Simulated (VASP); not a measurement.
# S (R-3m) in VASP: a series of runs, part 2 of 2

VASP 6.6.1.

### 4 Single point, PBEsol

This run uses another cell than the first one: it holds 2 atoms, not 12.

INCAR

```
PREC = Accurate ; ENCUT = 520
EDIFF = 1E-6 ; ISMEAR = 0
SIGMA = 0.1 ; LREAL = F
LASPH = T ; NELM = 100
ALGO = Normal ; ISIF = 2
LWAVE = F ; LCHARG = F
GGA = PS ; NBANDS = 13
```

KPOINTS

```
Automatic mesh
0
Gamma
  6 6 6
```

POSCAR

```
S
1.0
    2.0811871024      1.2015739338      3.8593119614
   -2.0811871024      1.2015739338      3.8593119614
    0.0000000000     -2.4031478676      3.8593119614
S
2
Direct
    0.2275400000      0.2275400000      0.2275400000
    0.7724600000      0.7724600000      0.7724600000
```

Potentials or basis: VASP PAW PBE potentials, release 64 (S).

Command:

```bash
> cat potpaw_PBE.64/S/POTCAR > POTCAR
> mpirun -np 1 vasp_std > vasp.out
```

OUTCAR:

```text
PREC = Accurate
   ENCUT = 520
   EDIFF = 1E-6
   ISMEAR = 0
   LREAL = F
   LASPH = T
   NELM = 100
   ISIF = 2
   GGA = PS

 ion  position               nearest neighbor table
   1  0.228  0.228  0.228-   2 2.79   2 2.79   2 2.79
   2  0.772  0.772  0.772-   1 2.79   1 2.79   1 2.79

  LATTYP: Found a trigonal (rhomboedric) cell.
 ALAT       =     4.5463621159
 COS(alpha) =     0.5808936905

  Lattice vectors:

 A1 = (   2.0811871024,   1.2015739338,   3.8593119614)
 A2 = (  -2.0811871024,   1.2015739338,   3.8593119614)
 A3 = (   0.0000000000,  -2.4031478676,   3.8593119614)

Analysis of symmetry for initial positions (statically):
=====================================================================
 Subroutine PRICEL returns:
 Original cell was already a primitive cell.

 Routine SETGRP: Setting up the symmetry group for a
 trigonal (rhombohedral) supercell.

 Subroutine GETGRP returns: Found 12 space group operations
 (whereof 12 operations were pure point group operations)
 out of a pool of 12 trial point group operations.

The static configuration has the point symmetry D_3d.

Analysis of symmetry for dynamics (positions and initial velocities):
=====================================================================
 Subroutine PRICEL returns:
 Original cell was already a primitive cell.

 Routine SETGRP: Setting up the symmetry group for a
 trigonal (rhombohedral) supercell.

 Subroutine GETGRP returns: Found 12 space group operations
 (whereof 12 operations were pure point group operations)
 out of a pool of 12 trial point group operations.

The dynamic configuration has the point symmetry D_3d.

 Subroutine INISYM returns: Found 12 space group operations
 (whereof 12 operations are pure point group operations),
 and found     1 'primitive' translations

----------------------------------------------------------------------------------------

                                     Primitive cell

  volume of cell :      57.9059

  direct lattice vectors                    reciprocal lattice vectors
     2.081187102  1.201573934  3.859311961     0.240247501  0.138706959  0.086371181
    -2.081187102  1.201573934  3.859311961    -0.240247501  0.138706959  0.086371181
     0.000000000 -2.403147868  3.859311961     0.000000000 -0.277413918  0.086371181

  length of vectors
     4.546362116  4.546362116  4.546362116     0.290548556  0.290548556  0.290548556

  position of ions in fractional coordinates (direct lattice)
     0.227540000  0.227540000  0.227540000
     0.772460000  0.772460000  0.772460000

  ion indices of the primitive-cell ions
   primitive index   ion index
                 1           1
                 2           2

----------------------------------------------------------------------------------------

 KPOINTS: Automatic mesh

Automatic generation of k-mesh.
 Grid dimensions read from file:
 generate k-points for:    6    6    6

 Generating k-lattice:

  Cartesian coordinates                     Fractional coordinates (reciprocal lattice)
     0.040041250  0.023117827  0.014395197     0.166666667 -0.000000000 -0.000000000
    -0.040041250  0.023117827  0.014395197    -0.000000000  0.166666667 -0.000000000
     0.000000000 -0.046235653  0.014395197    -0.000000000 -0.000000000  0.166666667

  Length of vectors
     0.048424759  0.048424759  0.048424759

  Shift w.r.t. Gamma in fractional coordinates (k-lattice)
     0.000000000  0.000000000  0.000000000

 Subroutine IBZKPT returns following result:
 ===========================================

 Found     32 irreducible k-points:

 Following reciprocal coordinates:
            Coordinates               Weight
  0.000000  0.000000  0.000000      1.000000
  0.166667  0.000000  0.000000      6.000000
  0.333333  0.000000  0.000000      6.000000
  0.500000 -0.000000  0.000000      3.000000
  0.166667  0.166667  0.000000      6.000000
  0.333333  0.166667  0.000000     12.000000
[... 16 lines left out ...]
  0.500000  0.500000  0.166667      6.000000
 -0.333333  0.500000  0.166667     12.000000
 [... further k-points ...]
   k-points           NKPTS =     32   k-points in BZ     NKDIM =     32   number of bands    NBANDS=     13
   number of dos      NEDOS =    301   number of ions     NIONS =      2
   total plane-waves  NPLWV =  46656
   dimension x,y,z NGX =    36 NGY =   36 NGZ =   36
   dimension x,y,z NGXF=    72 NGYF=   72 NGZF=   72
   ions per type =               2
   NGX,Y,Z   is equivalent  to a cutoff of  13.16, 13.16, 13.16 a.u.
   NGXF,Y,Z  is equivalent  to a cutoff of  26.33, 26.33, 26.33 a.u.
 SYSTEM =  unknown system
   PREC   = accura    normal or accurate (medium, high low for compatibility)
   ISTART =      0    job   : 0-new  1-cont  2-samecut
   ICHARG =      2    charge: 1-file 2-atom 10-const
   ISPIN  =      1    spin polarized calculation?
   LNONCOLLINEAR =      F non collinear calculations
   LSORBIT =      F    spin-orbit coupling
   LASPH  =      T    aspherical Exc in radial PAW
   ENCUT  =  520.0 eV  38.22 Ry    6.18 a.u.   8.45  8.45  8.45*2*pi/ulx,y,z
   NELM   =    100;   NELMIN=  2; NELMDL= -5     # of ELM steps
   EDIFF  = 0.1E-05   stopping-criterion for ELM
   LREAL  =      F    real-space projection
   EDIFFG = 0.1E-04   stopping-criterion for IOM
   NSW    =      0    number of steps for IOM
   IBRION =     -1    ionic relax: 0-MD 1-quasi-New 2-CG
   NFREE  =      0    steps in history (QN), initial steepest desc. (CG)
   ISIF   =      2    stress and relaxation
   ISYM   =      2    0-nonsym 1-usesym 2-fastsym
   POTIM  = 0.5000    time-step for ionic-motion
   TEBEG  =    0.0;   TEEND  =   0.0 temperature during run
   PSTRESS=    0.0 pullay stress
   NELECT =      12.0000    total number of electrons
   NUPDOWN=      -1.0000    fix difference up-down
   EMIN   =  10.00;   EMAX   =-10.00  energy-range for DOS
   EFERMI =   0.00;   METHOD = LEGACY
   ISMEAR =     0;   SIGMA  =   0.10  broadening in eV -4-tet -1-fermi 0-gaus
   EFERMI_NEDOS =   21; number of points for ismear=-14 and -15
   IALGO  =     38    algorithm
   IMIX   =      4    mixing-type and parameters
     AMIX     =   0.40;   BMIX     =  1.00
     AMIX_MAG =   1.60;   BMIX_MAG =  1.00
  volume/ion in A,a.u.               =      28.95       195.38
  Fermi-wavevector in a.u.,A,eV,Ry     =   0.968786  1.830739 12.769686  0.938545
  Thomas-Fermi vector in A             =   2.098784
   LORBIT       =      0    0 simple, 1 ext, 2 COOP (PROOUT), +10 PAW based schemes
   GGA     = PS    functional components
   LHFCALC =     F    Hartree Fock is set to
   AEXX    =    0.0000 exact exchange contribution
   IVDW    =     0    specifies the selected vdW correction
   LEPSILON=     F    determine dielectric tensor
   LRPA    =     F    only Hartree local field effects (RPA)
 non-spin polarized calculation
 Gauss-broadening in eV      SIGMA  =   0.10
  energy-cutoff  :      520.00
  volume of cell :       57.91
 maximum number of plane-waves:      1581
 NGX is ok and might be reduce to    36

 number of electron      12.0000001 magnetization

 Free energy of the ion-electron system (eV)
  ---------------------------------------------------
  ext. energy  EPLUGINS =         0.00000000
  ---------------------------------------------------
  free energy    TOTEN  =        -5.95691023 eV

  energy without entropy =       -5.94480535  energy(sigma->0) =       -5.95085779

 E-fermi :   1.1770     XC(G=0):  -8.4048

 val. band max:        1.1474341767   @ k =   0.5000   0.1667   0.1667
 cond. band min:       1.2059813626   @ k =  -0.3333   0.5000   0.1667
 fundamental gap:      0.0585471859
 Fermi energy:         1.1770062278

 k-point     1 :       0.0000    0.0000    0.0000
  band No.  band energies     occupation
      1     -12.3399      2.00000
      2      -8.8687      2.00000
      3      -1.1868      2.00000
      4      -1.1868      2.00000
      5      -1.1412      2.00000
      6       1.2614      0.23265
      7       1.5991      0.00000
      8       1.5991      0.00000
      9       7.8655      0.00000
     10       8.7843      0.00000
     11       9.0042      0.00000
     12       9.0042      0.00000
     13      10.1247      0.00000
[... 353 lines left out ...]
 k-point    24 :      -0.3333    0.5000    0.1667
  band No.  band energies     occupation
      1     -11.0550      2.00000
      2     -10.2325      2.00000
      3      -2.9571      2.00000
      4      -2.4223      2.00000
      5      -1.3045      2.00000
      6       1.2060      0.68197
      7       2.3868      0.00000
      8       2.7685      0.00000
      9       7.5841      0.00000
     10       9.6333      0.00000
     11      11.0566      0.00000
     12      11.9225      0.00000
     13      13.3830      0.00000

 [... further k-points ...]
[... 5 lines left out ...]
  --------------------------------------------------------------------------------------
  -------------------------------------------------------------------------------------
  Total       -4.3927829     -4.3927829     -5.2567055      0.0000000      0.0000000      0.0000000
  in kB     -121.5423312   -121.5423312   -145.4458940      0.0000000      0.0000000      0.0000000
  external PRESSURE =    -129.5101855 kB  Pullay stress =       0.0000000 kB

 VOLUME and BASIS-vectors are now :
 -----------------------------------------------------------------------------
  energy-cutoff  :      520.00
  volume of cell :       57.91
      direct lattice vectors                 reciprocal lattice vectors
     2.081187102  1.201573934  3.859311961     0.240247501  0.138706959  0.086371181
    -2.081187102  1.201573934  3.859311961    -0.240247501  0.138706959  0.086371181
     0.000000000 -2.403147868  3.859311961     0.000000000 -0.277413918  0.086371181

 POSITION                                       TOTAL-FORCE (eV/Angst)
 -----------------------------------------------------------------------------------
      0.00000      0.00000      2.63444         0.000000      0.000000     -0.842420
      0.00000      0.00000      8.94349         0.000000      0.000000      0.842420
 -----------------------------------------------------------------------------------
    total drift:                               -0.000000      0.000000     -0.000000

  FREE ENERGIE OF THE ION-ELECTRON SYSTEM (eV)
  ---------------------------------------------------
  free  energy   TOTEN  =        -5.9569102301 eV

  energy  without entropy=       -5.9448053503  energy(sigma->0) =       -5.95085779
```

stdout:

```text
POSCAR found type information on POSCAR S
 POSCAR found :  1 types and       2 ions
 scaLAPACK will be used
 -----------------------------------------------------------------------------
|                                                                             |
|                                                                             |
|     You enforced a specific xc type in the INCAR file but a different       |
|     I HOPE YOU KNOW WHAT YOU ARE DOING!                                     |
|                                                                             |
 -----------------------------------------------------------------------------

 LDA part: xc-table for (Slater+PW92), standard interpolation
 POSCAR, INCAR and KPOINTS ok, starting setup
 FFT: planning ... GRIDC
 FFT: planning ... GRID_SOFT
 FFT: planning ... GRID
 WAVECAR not read
 entering main loop
```

It took 27 s on 1 thread of Intel Xeon Platinum 8375C at 2.90GHz (Ice Lake), shared host; peak memory 0.19 GiB.

What came out:

```yaml
Free_energy: -5.9569 eV
Pressure: -13.0 GPa
Largest_force: 0.842 eV/Å
Band_gap_on_the_k_mesh: zero (band 6 reaches 1.93 eV, above the bottom of band 7 at 0.77 eV)
```

Forces in eV/Å, atoms in the order of the input:
```
S    0.000  0.000 -0.842
S    0.000  0.000  0.842
```

Levels at points of the mesh, in eV from the Fermi level:
| k point | band 2 | band 3 | band 4 | band 5 | band 6 | band 7 | band 8 | band 9 | band 10 | band 11 |
| --- | --- | --- | --- | --- | --- | --- | --- | --- | --- | --- |
| (0.00, 0.00, 0.00) | -10.05 | -2.36 | -2.36 | -2.32 | 0.08 | 0.42 | 0.42 | 6.69 | 7.61 | 7.83 |
| (0.50, 0.00, 0.00) | -11.59 | -2.82 | -2.64 | -1.86 | -1.08 | -0.26 | -0.03 | 8.17 | 8.58 | 10.09 |
| (0.50, 0.50, 0.00) | -11.23 | -4.30 | -3.27 | -3.19 | 0.76 | 1.20 | 1.77 | 5.75 | 9.37 | 9.82 |
| (0.50, 0.50, 0.50) | -10.93 | -2.14 | -2.14 | -1.92 | -0.94 | -0.41 | -0.41 | 8.17 | 9.48 | 10.04 |

Caveat: the PAW data sets were made with another functional, which shifts forces and pressure a little.

### 5 Relaxation of cell and atoms, PBEsol

This run uses another cell than the first one: it holds 2 atoms, not 12.

INCAR

```
SYSTEM = S
  ALGO = Normal
  EDIFF = 1E-6
  EDIFFG = -0.04
  ENCUT = 600
  GGA = PS
  IBRION = 2
  ISIF = 3
  ISMEAR = 0
  LASPH = .True.
  LCHARG = .False.
  LREAL = .False.
  LWAVE = .False.
  NELM = 60
  NSW = 90
  PREC = Accurate
  SIGMA = 0.1
```

KPOINTS

```
k-points
0
Gamma
  6 6 6
  0 0 0
```

POSCAR is that of step 4.

Command:

```bash
> cat potpaw_PBE.64/S/POTCAR > POTCAR
> mpirun -np 1 vasp_std > vasp.out
```

Run time: 4.3 min. Hardware: 1 thread of Intel Xeon Platinum 8559C (Emerald Rapids), shared host; peak memory 0.21 GiB.

Results (log left out):

| Property | Result |
| --- | --- |
| Free energy | -7.9200 eV |
| Relaxed volume | 16.52 Å³/atom |
| Relaxed cell | a = 3.556 Å, b = 3.556 Å, c = 3.556 Å, α = 61.75°, β = 61.75°, γ = 61.75° |
| Space group after relaxing (to 0.05 Å) | R-3m (No. 166) |
| Energy gained by relaxing | 981.5 meV/atom |
| Ionic steps | 28 |
| Pressure after relaxing | -0.1 GPa |
| Band gap on the k mesh | zero (band 6 reaches 9.72 eV, above the bottom of band 7 at 5.46 eV) |

Stress tensor (GPa, compression positive):
```
-0.26  0.00  0.00
 0.00 -0.26  0.00
 0.00  0.00  0.24
```

Step by step:
```
step  energy change (eV)  largest force (eV/Å)  pressure (GPa)  volume (Å³)
   1              0.0000                0.8426          -12.93        57.91
   2             -1.1981                0.5511           -4.38        40.44
   3             -1.2319                0.8678           -0.89        38.34
   4             -1.2325                0.9239           -0.23        38.00
   5             -1.4596                1.4215           -0.30        36.09
   6             -1.7834                1.1951            3.60        32.11
   7             -0.6550                0.2534           41.70        23.41
   8             -1.6671                1.2595            7.99        31.03
   9             -1.6176                0.6383           16.49        27.31
  10             -1.6776                1.1231           10.95        29.40
  11             -1.7967                0.5681            4.68        30.16
  12             -1.8162                0.2804            1.06        30.71
  13             -1.8169                0.3179            1.50        30.63
  14             -1.8304                0.3189            1.27        30.85
  15             -1.8627                0.2638            0.48        31.47
  16             -1.9036                0.0651           -1.52        32.64
  17             -1.9080                0.0151           -1.86        32.99
  18             -1.9261                0.1812           -2.60        33.65
  19             -1.9031                0.5939           -4.45        34.88
  20             -1.9299                0.2920           -3.08        33.97
  21             -1.9458                0.3421           -1.94        33.67
  22             -1.9497                0.3864           -1.16        33.45
  23             -1.9501                0.4055           -0.93        33.38
  24             -1.9579                0.2688           -0.36        33.15
  25             -1.9624                0.0304            0.69        32.78
  26             -1.9624                0.0484            0.61        32.81
  27             -1.9630                0.0093            0.06        32.98
  28             -1.9630                0.0014           -0.09        33.03
```

Final structure:
```
CELL_PARAMETERS angstrom
1.82462 1.05345 2.86427
-1.82462 1.05345 2.86427
0.00000 -2.10689 2.86427
ATOMIC_POSITIONS crystal
S 0.24999 0.24999 0.24999
S 0.75001 0.75001 0.75001
```

Levels at points of the mesh, in eV from the Fermi level:
```tsv
k point	band 4	band 5	band 6	band 7	band 8	band 9
(0.00, 0.00, 0.00)	-4.12	-3.64	1.39	1.62	1.62	5.24
(0.50, 0.00, 0.00)	-2.80	-2.65	-2.65	-1.72	-1.72	9.71
(0.50, 0.50, 0.00)	-6.25	-5.88	2.19	3.09	3.25	4.60
(0.50, 0.50, 0.50)	-2.96	-2.96	-2.96	-2.07	-2.07	10.02
```

Caveat: the volume moved by over 15 % at a fixed basis, so the end points are rough; the PAW data sets were made with another functional, which shifts forces and pressure a little.

### 6 Summary

| task | cell | k mesh | cutoff (eV) | gap on the mesh (eV) | pressure (GPa) | largest force (eV/Å) |
| --- | --- | --- | --- | --- | --- | --- |
| single point | a = 8.058 Å, angles 58.1°, 12 atoms | 3 × 3 × 3 | 520 | none | -8.9 | 1.35 |
| single point | a = 3.841 Å, angles 60.3°, 2 atoms | 6 × 6 × 6 | 520 | none | -0.1 | 0.01 |
| single point | a = 4.546 Å, angles 54.5°, 2 atoms | 6 × 6 × 6 | 520 | none | -13.0 | 0.84 |
| relaxation of cell and atoms | relaxed from a = 4.546 Å, angles 54.5°, 2 atoms | 6 × 6 × 6 | 600 | none | -0.1 | - |

Alike in all rows: level PBEsol; potentials or basis VASP PAW PBE potentials, release 64 (S); no spin polarisation; smearing gaussian 0.1 eV.

Caveats: the PAW data sets were made with another functional, which shifts forces and pressure a little; the volume moved by over 15 % at a fixed basis, so the end points are rough (some runs).

Absolute energies hang on the potentials; compare differences alone.
